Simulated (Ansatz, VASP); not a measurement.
## GaIr in VASP and in Ansatz

```
CELL_PARAMETERS angstrom
2.98384 0.00000 0.00000
0.00000 2.98384 0.00000
0.00000 0.00000 2.98384
ATOMIC_POSITIONS crystal
Ga 0.00000 0.00000 0.00000
Ir 0.50000 0.50000 0.50000
```

Change from the starting cell: volume scaled by 0.98.

Alike in both runs: task single point; functional PBEsol; k mesh 12 × 12 × 12; occupations fermi-dirac, width 0.05 eV; no spin polarisation.

|  | VASP | Ansatz |
| --- | --- | --- |
| version | VASP 6.6.1 | Ansatz 0.2.0 |
| potentials or method | VASP PAW PBE potentials, release 64 (Ga_d, Ir), cutoff 520 eV | all-electron LAPW, scalar-relativistic |

Ansatz gave:

| Item | Value |
| --- | --- |
| pressure (GPa) | 9.6 |

Question: Which values does VASP return?

Answer: Pressure (GPa): 10.3.

VASP's potentials were made for PBE, not for PBEsol. Ansatz ran all-electron here, and VASP with PAW potentials.

Spin-orbit coupling is off throughout.
